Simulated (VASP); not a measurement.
A run of VASP 6.6.1:

POSCAR

```
GaN
1.0
    0.0000000000      2.2489525415      2.2489525415
    2.2489525415      0.0000000000      2.2489525415
    2.2489525415      2.2489525415      0.0000000000
Ga N
1 1
Direct
    0.0000000000      0.0000000000      0.0000000000
    0.2500000000      0.2500000000      0.2500000000
```

INCAR.step1

```
SYSTEM = GaN
PREC = Accurate ; ENCUT = 520
EDIFF = 1E-5 ; ISMEAR = 0
SIGMA = 0.01 ; LREAL = .False.
LASPH = .True. ; NELM = 80
ALGO = Normal ; ISIF = 2
LWAVE = .True. ; LCHARG = .False.
GGA = PE ; NBANDS = 16
```

The input INCAR.step2:

```
SYSTEM = GaN
PREC = Accurate ; ENCUT = 520
EDIFF = 1E-6 ; ISMEAR = 0
SIGMA = 0.01 ; LREAL = .False.
LASPH = .True. ; NELM = 80
ALGO = Normal ; ISIF = 2
LWAVE = .False. ; LCHARG = .False.
GGA = PE ; LHFCALC = .True.
AEXX = 0.05 ; PRECFOCK = Normal
ISTART = 1 ; NBANDS = 16
```

KPOINTS

```
Automatic mesh
0
Gamma
  4 4 4
  0 0 0
```

Potentials or basis: VASP PAW PBE potentials, release 64 (Ga_d, N).

Command:

```console
$ cat potpaw_PBE.64/Ga_d/POTCAR potpaw_PBE.64/N/POTCAR > POTCAR
$ cp INCAR.step1 INCAR
$ mpirun -np 1 vasp_std > vasp.out
$ cp INCAR.step2 INCAR
$ mpirun -np 1 vasp_std > vasp.out
```

Hardware: 1 thread of AMD EPYC 7R13, on a shared host.

Q: Estimate the wall time of this run.

A: It took 4.7 min on 1 thread of AMD EPYC 7R13, with other jobs on the host, peak memory 0.12 GiB. Counts: k points 8.
